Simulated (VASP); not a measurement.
# MgS (Niningerite) (Fm-3m) in VASP: a series of runs

The runs below take MgS (Niningerite) through single point, with LDA, PBE.

Everything below comes from runs of VASP 6.6.1. Logs are shortened: lines on timing, memory, paths and dates and some standing lists are left out, and cuts for length are marked.

## 1. The cell of the first run

It takes space group Fm-3m (No. 225, cubic). Conventional cell: a = 5.129 Å, b = 5.129 Å, c = 5.129 Å, α = 90.00°, β = 90.00°, γ = 90.00°. Within 3.4 Å of Mg (site symmetry m-3m) lie 6 S at 2.56 Å. S (site symmetry m-3m) has 6 Mg at 2.56 Å within 3.4 Å.

## 2. Single point, LDA

INCAR

```
SYSTEM = MgS
  PREC = Accurate
  ENCUT = 520
  EDIFF = 1E-6
  ISMEAR = -1
  SIGMA = 0.02
  LREAL = .FALSE.
  LASPH = .TRUE.
  NELM = 60
  ALGO = Normal
  ISIF = 2
  LWAVE = .FALSE.
  LCHARG = .FALSE.
  GGA = CA
  NBANDS = 11
```

KPOINTS

```
Automatic mesh
0
G
  8 8 8
  0 0 0
```

POSCAR

```
MgS
1.0
    0.0000000000      2.5644692717      2.5644692717
    2.5644692717      0.0000000000      2.5644692717
    2.5644692717      2.5644692717      0.0000000000
Mg S
1 1
Direct
    0.0000000000      0.0000000000      0.0000000000
    0.5000000000      0.5000000000      0.5000000000
```

Potentials or basis: VASP PAW LDA potentials, release 64 (Mg, S).

Run with:

```console
cat potpaw_LDA.64/Mg/POTCAR potpaw_LDA.64/S/POTCAR > POTCAR
mpirun -np 1 vasp_std > vasp.out
```

OUTCAR:

```text
SYSTEM = MgS
   PREC = Accurate
   ENCUT = 520
   EDIFF = 1E-6
   ISMEAR = -1
   LREAL = .FALSE.
   LASPH = .TRUE.
   NELM = 60
   ISIF = 2
   GGA = CA

 ion  position               nearest neighbor table
   1  0.000  0.000  0.000-   2 2.56   2 2.56   2 2.56   2 2.56   2 2.56   2 2.56
   2  0.500  0.500  0.500-   1 2.56   1 2.56   1 2.56   1 2.56   1 2.56   1 2.56

  LATTYP: Found a face centered cubic cell.
 ALAT       =     5.1289385434

  Lattice vectors:

 A1 = (   0.0000000000,   2.5644692717,   2.5644692717)
 A2 = (   2.5644692717,   0.0000000000,   2.5644692717)
 A3 = (   2.5644692717,   2.5644692717,   0.0000000000)

Analysis of symmetry for initial positions (statically):
=====================================================================
 Subroutine PRICEL returns:
 Original cell was already a primitive cell.

 Routine SETGRP: Setting up the symmetry group for a
 face centered cubic supercell.

 Subroutine GETGRP returns: Found 48 space group operations
 (whereof 48 operations were pure point group operations)
 out of a pool of 48 trial point group operations.

The static configuration has the point symmetry O_h .

Analysis of symmetry for dynamics (positions and initial velocities):
=====================================================================
 Subroutine PRICEL returns:
 Original cell was already a primitive cell.

 Routine SETGRP: Setting up the symmetry group for a
 face centered cubic supercell.

 Subroutine GETGRP returns: Found 48 space group operations
 (whereof 48 operations were pure point group operations)
 out of a pool of 48 trial point group operations.

The dynamic configuration has the point symmetry O_h .

 Subroutine INISYM returns: Found 48 space group operations
 (whereof 48 operations are pure point group operations),
 and found     1 'primitive' translations

----------------------------------------------------------------------------------------

                                     Primitive cell

  volume of cell :      33.7305

  direct lattice vectors                    reciprocal lattice vectors
     0.000000000  2.564469272  2.564469272    -0.194972116  0.194972116  0.194972116
     2.564469272  0.000000000  2.564469272     0.194972116 -0.194972116  0.194972116
     2.564469272  2.564469272  0.000000000     0.194972116  0.194972116 -0.194972116

  length of vectors
     3.626707224  3.626707224  3.626707224     0.337701611  0.337701611  0.337701611

  position of ions in fractional coordinates (direct lattice)
     0.000000000  0.000000000  0.000000000
     0.500000000  0.500000000  0.500000000

  ion indices of the primitive-cell ions
   primitive index   ion index
                 1           1
                 2           2

----------------------------------------------------------------------------------------

 KPOINTS: Automatic mesh

Automatic generation of k-mesh.
 Grid dimensions read from file:
 generate k-points for:    8    8    8

 Generating k-lattice:

  Cartesian coordinates                     Fractional coordinates (reciprocal lattice)
    -0.024371514  0.024371514  0.024371514     0.125000000  0.000000000  0.000000000
     0.024371514 -0.024371514  0.024371514     0.000000000  0.125000000  0.000000000
     0.024371514  0.024371514 -0.024371514     0.000000000  0.000000000  0.125000000

  Length of vectors
     0.042212701  0.042212701  0.042212701

  Shift w.r.t. Gamma in fractional coordinates (k-lattice)
     0.000000000  0.000000000  0.000000000

 Subroutine IBZKPT returns following result:
 ===========================================

 Found     29 irreducible k-points:

 Following reciprocal coordinates:
            Coordinates               Weight
  0.000000  0.000000  0.000000      1.000000
  0.125000  0.000000  0.000000      8.000000
  0.250000  0.000000  0.000000      8.000000
  0.375000  0.000000  0.000000      8.000000
  0.500000  0.000000  0.000000      4.000000
  0.125000  0.125000  0.000000      6.000000
[... 16 lines left out ...]
  0.500000  0.250000  0.125000     48.000000
 -0.375000  0.250000  0.125000     24.000000
 [... further k-points ...]
   k-points           NKPTS =     29   k-points in BZ     NKDIM =     29   number of bands    NBANDS=     11
   number of dos      NEDOS =    301   number of ions     NIONS =      2
   total plane-waves  NPLWV =  21952
   dimension x,y,z NGX =    28 NGY =   28 NGZ =   28
   dimension x,y,z NGXF=    56 NGYF=   56 NGZF=   56
   ions per type =               1   1
   NGX,Y,Z   is equivalent  to a cutoff of  12.84, 12.84, 12.84 a.u.
   NGXF,Y,Z  is equivalent  to a cutoff of  25.67, 25.67, 25.67 a.u.
 SYSTEM =  MgS
   PREC   = accura    normal or accurate (medium, high low for compatibility)
   ISTART =      0    job   : 0-new  1-cont  2-samecut
   ICHARG =      2    charge: 1-file 2-atom 10-const
   ISPIN  =      1    spin polarized calculation?
   LNONCOLLINEAR =      F non collinear calculations
   LSORBIT =      F    spin-orbit coupling
   LASPH  =      T    aspherical Exc in radial PAW
   ENCUT  =  520.0 eV  38.22 Ry    6.18 a.u.   6.74  6.74  6.74*2*pi/ulx,y,z
   NELM   =     60;   NELMIN=  2; NELMDL= -5     # of ELM steps
   EDIFF  = 0.1E-05   stopping-criterion for ELM
   LREAL  =      F    real-space projection
   EDIFFG = 0.1E-04   stopping-criterion for IOM
   NSW    =      0    number of steps for IOM
   IBRION =     -1    ionic relax: 0-MD 1-quasi-New 2-CG
   NFREE  =      0    steps in history (QN), initial steepest desc. (CG)
   ISIF   =      2    stress and relaxation
   ISYM   =      2    0-nonsym 1-usesym 2-fastsym
   POTIM  = 0.5000    time-step for ionic-motion
   TEBEG  =    0.0;   TEEND  =   0.0 temperature during run
   PSTRESS=    0.0 pullay stress
   NELECT =       8.0000    total number of electrons
   NUPDOWN=      -1.0000    fix difference up-down
   EMIN   =  10.00;   EMAX   =-10.00  energy-range for DOS
   EFERMI =   0.00;   METHOD = LEGACY
   ISMEAR =    -1;   SIGMA  =   0.02  broadening in eV -4-tet -1-fermi 0-gaus
   EFERMI_NEDOS =   21; number of points for ismear=-14 and -15
   IALGO  =     38    algorithm
   IMIX   =      4    mixing-type and parameters
     AMIX     =   0.40;   BMIX     =  1.00
     AMIX_MAG =   1.60;   BMIX_MAG =  1.00
  volume/ion in A,a.u.               =      16.87       113.81
  Fermi-wavevector in a.u.,A,eV,Ry     =   1.013361  1.914974 13.971817  1.026900
  Thomas-Fermi vector in A             =   2.146525
   LORBIT       =      0    0 simple, 1 ext, 2 COOP (PROOUT), +10 PAW based schemes
   GGA     = CA    functional components
   LHFCALC =     F    Hartree Fock is set to
   AEXX    =    0.0000 exact exchange contribution
   IVDW    =     0    specifies the selected vdW correction
   LEPSILON=     F    determine dielectric tensor
   LRPA    =     F    only Hartree local field effects (RPA)
 non-spin polarized calculation
  energy-cutoff  :      520.00
  volume of cell :       33.73
 maximum number of plane-waves:       934
   NGX = 13   NGY = 13   NGZ = 13

 number of electron       7.9999998 magnetization

 Free energy of the ion-electron system (eV)
  ---------------------------------------------------
  ext. energy  EPLUGINS =         0.00000000
  ---------------------------------------------------
  free energy    TOTEN  =        -9.59206043 eV

  energy without entropy =       -9.59206043  energy(sigma->0) =       -9.59206043

 E-fermi :   4.4551     XC(G=0): -10.1667

 val. band max:        3.9786288884   @ k =   0.0000   0.0000   0.0000
 cond. band min:       6.6278886313   @ k =   0.5000   0.5000   0.0000
 fundamental gap:      2.6492597429
 Fermi energy:         4.4551096447

 k-point     1 :       0.0000    0.0000    0.0000
  band No.  band energies     occupation
      1      -8.9165      2.00000
      2       3.9786      2.00000
      3       3.9786      2.00000
      4       3.9786      2.00000
      5       7.8187      0.00000
      6      11.7848      0.00000
      7      11.7848      0.00000
      8      11.7848      0.00000
      9      14.2884      0.00000
     10      14.2884      0.00000
     11      16.4325      0.00000

 k-point     2 :       0.1250    0.0000    0.0000
  band No.  band energies     occupation
      1      -8.7525      2.00000
      2       2.8735      2.00000
      3       3.8667      2.00000
      4       3.8667      2.00000
      5       8.6149      0.00000
      6      11.4989      0.00000
      7      12.0527      0.00000
      8      12.0527      0.00000
      9      13.6395      0.00000
     10      13.6395      0.00000
     11      16.7047      0.00000

 k-point     3 :       0.2500    0.0000    0.0000
  band No.  band energies     occupation
      1      -8.3053      2.00000
      2       1.0110      2.00000
      3       3.6248      2.00000
      4       3.6248      2.00000
      5       8.9126      0.00000
      6      11.6953      0.00000
      7      11.6953      0.00000
      8      12.3745      0.00000
      9      14.2235      0.00000
     10      14.2235      0.00000
     11      15.8794      0.00000

 k-point     4 :       0.3750    0.0000    0.0000
  band No.  band energies     occupation
      1      -7.7496      2.00000
      2      -0.5346      2.00000
      3       3.4135      2.00000
      4       3.4135      2.00000
      5       8.5701      0.00000
      6      11.0208      0.00000
      7      11.0208      0.00000
      8      13.9794      0.00000
      9      15.5357      0.00000
     10      16.2533      0.00000
     11      16.2533      0.00000
[... 239 lines left out ...]
 k-point    22 :       0.3750    0.2500    0.1250
  band No.  band energies     occupation
      1      -7.9527      2.00000
      2       0.7370      2.00000
      3       2.3964      2.00000
      4       3.2407      2.00000
      5       9.7702      0.00000
      6      10.3136      0.00000
      7      11.0550      0.00000
      8      13.2055      0.00000
      9      14.0916      0.00000
     10      17.0400      0.00000
     11      18.9233      0.00000

 k-point    23 :       0.5000    0.2500    0.1250
  band No.  band energies     occupation
      1      -7.4798      2.00000
      2      -0.1793      2.00000
      3       1.8231      2.00000
      4       2.9010      2.00000
      5       9.5295      0.00000
      6      10.3048      0.00000
      7      11.7456      0.00000
      8      13.0173      0.00000
      9      15.7111      0.00000
     10      18.3149      0.00000
     11      18.9807      0.00000

 k-point    24 :      -0.3750    0.2500    0.1250
  band No.  band energies     occupation
      1      -7.2495      2.00000
      2      -0.6145      2.00000
      3       1.6732      2.00000
      4       2.7280      2.00000
      5       9.4710      0.00000
      6      10.0213      0.00000
      7      12.3776      0.00000
      8      13.4744      0.00000
      9      16.2717      0.00000
     10      17.3903      0.00000
     11      19.5998      0.00000

 [... further k-points ...]
[... 5 lines left out ...]
  --------------------------------------------------------------------------------------
  -------------------------------------------------------------------------------------
  Total       -0.1229979     -0.1229979     -0.1229979      0.0000000     -0.0000000      0.0000000
  in kB       -5.8423237     -5.8423237     -5.8423237      0.0000000     -0.0000000      0.0000000
  external PRESSURE =      -5.8423237 kB  Pullay stress =       0.0000000 kB

 VOLUME and BASIS-vectors are now :
 -----------------------------------------------------------------------------
  energy-cutoff  :      520.00
  volume of cell :       33.73
      direct lattice vectors                 reciprocal lattice vectors
     0.000000000  2.564469272  2.564469272    -0.194972116  0.194972116  0.194972116
     2.564469272  0.000000000  2.564469272     0.194972116 -0.194972116  0.194972116
     2.564469272  2.564469272  0.000000000     0.194972116  0.194972116 -0.194972116

 POSITION                                       TOTAL-FORCE (eV/Angst)
 -----------------------------------------------------------------------------------
      0.00000      0.00000      0.00000        -0.000000     -0.000000     -0.000000
      2.56447      2.56447      2.56447         0.000000      0.000000      0.000000
 -----------------------------------------------------------------------------------
    total drift:                                0.000000      0.000000      0.000000

  FREE ENERGIE OF THE ION-ELECTRON SYSTEM (eV)
  ---------------------------------------------------
  free  energy   TOTEN  =        -9.5920604314 eV

  energy  without entropy=       -9.5920604314  energy(sigma->0) =       -9.59206043
```

Run time: 6.5 s. Hardware: 1 thread of Intel Xeon Platinum 8559C (Emerald Rapids), shared host; peak memory 0.14 GiB.

Results:

```
Free energy            : -9.5921 eV
Pressure               : -0.6 GPa
Band gap on the k mesh : 2.65 eV, indirect (least direct gap 3.84 eV)
```

A k mesh can miss the band edges. A hybrid or GW would open this gap; LDA tends to underestimate it.

## 3. Single point, PBE

This run uses another cell than the first one, of 17.88 Å³/atom, 1.060 times its volume.

INCAR

```
PREC = Accurate
ENCUT = 520
EDIFF = 1E-6
ISMEAR = -1
SIGMA = 0.02
LREAL = F
LASPH = T
NELM = 80
ALGO = Normal
ISIF = 2
LWAVE = F
LCHARG = F
GGA = PE
NBANDS = 11
```

KPOINTS

```
regular mesh
0
Gamma
  8 8 8
```

POSCAR

```
MgS
1.0
    0.0000000000      2.6148399555      2.6148399555
    2.6148399555      0.0000000000      2.6148399555
    2.6148399555      2.6148399555      0.0000000000
Mg S
1 1
Direct
    0.0000000000      0.0000000000      0.0000000000
    0.5000000000      0.5000000000      0.5000000000
```

Potentials or basis: VASP PAW PBE potentials, release 64 (Mg, S).

Run with:

```console
cat potpaw_PBE.64/Mg/POTCAR potpaw_PBE.64/S/POTCAR > POTCAR
mpirun -np 1 vasp_std > vasp.out
```

OUTCAR:

```text
PREC = Accurate
   ENCUT = 520
   EDIFF = 1E-6
   ISMEAR = -1
   LREAL = F
   LASPH = T
   NELM = 80
   ISIF = 2
   GGA = PE

 ion  position               nearest neighbor table
   1  0.000  0.000  0.000-   2 2.61   2 2.61   2 2.61   2 2.61   2 2.61   2 2.61
   2  0.500  0.500  0.500-   1 2.61   1 2.61   1 2.61   1 2.61   1 2.61   1 2.61

  LATTYP: Found a face centered cubic cell.
 ALAT       =     5.2296799110

  Lattice vectors:

 A1 = (   0.0000000000,   2.6148399555,   2.6148399555)
 A2 = (   2.6148399555,   0.0000000000,   2.6148399555)
 A3 = (   2.6148399555,   2.6148399555,   0.0000000000)

Analysis of symmetry for initial positions (statically):
=====================================================================
 Subroutine PRICEL returns:
 Original cell was already a primitive cell.

 Routine SETGRP: Setting up the symmetry group for a
 face centered cubic supercell.

 Subroutine GETGRP returns: Found 48 space group operations
 (whereof 48 operations were pure point group operations)
 out of a pool of 48 trial point group operations.

The static configuration has the point symmetry O_h .

[... 162 lines left out ...]
 cond. band min:       6.3333242885   @ k =   0.5000   0.5000   0.0000
 fundamental gap:      2.7422287118
 Fermi energy:         3.9677165099

 k-point     1 :       0.0000    0.0000    0.0000
  band No.  band energies     occupation
      1      -8.9904      2.00000
      2       3.5911      2.00000
      3       3.5911      2.00000
      4       3.5911      2.00000
      5       7.1825      0.00000
      6      11.5546      0.00000
      7      11.5546      0.00000
      8      11.5546      0.00000
      9      13.9235      0.00000
     10      13.9235      0.00000
     11      16.0930      0.00000
[... 309 lines left out ...]
 k-point    24 :      -0.3750    0.2500    0.1250
  band No.  band energies     occupation
      1      -7.5338      2.00000
      2      -0.6377      2.00000
      3       1.5016      2.00000
      4       2.4697      2.00000
      5       9.1237      0.00000
      6       9.6685      0.00000
      7      11.9600      0.00000
      8      12.9364      0.00000
      9      15.7902      0.00000
     10      16.7601      0.00000
     11      19.0583      0.00000

 [... further k-points ...]
[... 5 lines left out ...]
  --------------------------------------------------------------------------------------
  -------------------------------------------------------------------------------------
  Total       -0.0651109     -0.0651109     -0.0651109      0.0000000      0.0000000      0.0000000
  in kB       -2.9174204     -2.9174204     -2.9174204      0.0000000      0.0000000      0.0000000
  external PRESSURE =      -2.9174204 kB  Pullay stress =       0.0000000 kB

 VOLUME and BASIS-vectors are now :
 -----------------------------------------------------------------------------
  energy-cutoff  :      520.00
  volume of cell :       35.76
      direct lattice vectors                 reciprocal lattice vectors
     0.000000000  2.614839955  2.614839955    -0.191216292  0.191216292  0.191216292
     2.614839955  0.000000000  2.614839955     0.191216292 -0.191216292  0.191216292
     2.614839955  2.614839955  0.000000000     0.191216292  0.191216292 -0.191216292

 POSITION                                       TOTAL-FORCE (eV/Angst)
 -----------------------------------------------------------------------------------
      0.00000      0.00000      0.00000         0.000000      0.000000     -0.000000
      2.61484      2.61484      2.61484        -0.000000     -0.000000      0.000000
 -----------------------------------------------------------------------------------
    total drift:                                0.000000      0.000000      0.000000

  FREE ENERGIE OF THE ION-ELECTRON SYSTEM (eV)
  ---------------------------------------------------
  free  energy   TOTEN  =        -8.5029226566 eV

  energy  without entropy=       -8.5029226566  energy(sigma->0) =       -8.50292266
```

stdout:

```text
POSCAR found type information on POSCAR MgS
 POSCAR found :  2 types and       2 ions
 scaLAPACK will be used
 LDA part: xc-table for (Slater+PW92), standard interpolation
 POSCAR, INCAR and KPOINTS ok, starting setup
 FFT: planning ... GRIDC
 FFT: planning ... GRID_SOFT
 FFT: planning ... GRID
 WAVECAR not read
 entering main loop
```

Wall time 6.8 s (1 thread of Intel Xeon Platinum 8559C (Emerald Rapids), shared host); peak memory 0.15 GiB.

Results:

| Property | Result |
| --- | --- |
| Free energy | -8.5029 eV |
| Pressure | -0.3 GPa |
| Band gap on the k mesh | 2.74 eV, indirect (least direct gap 3.59 eV) |

A k mesh can miss the band edges.
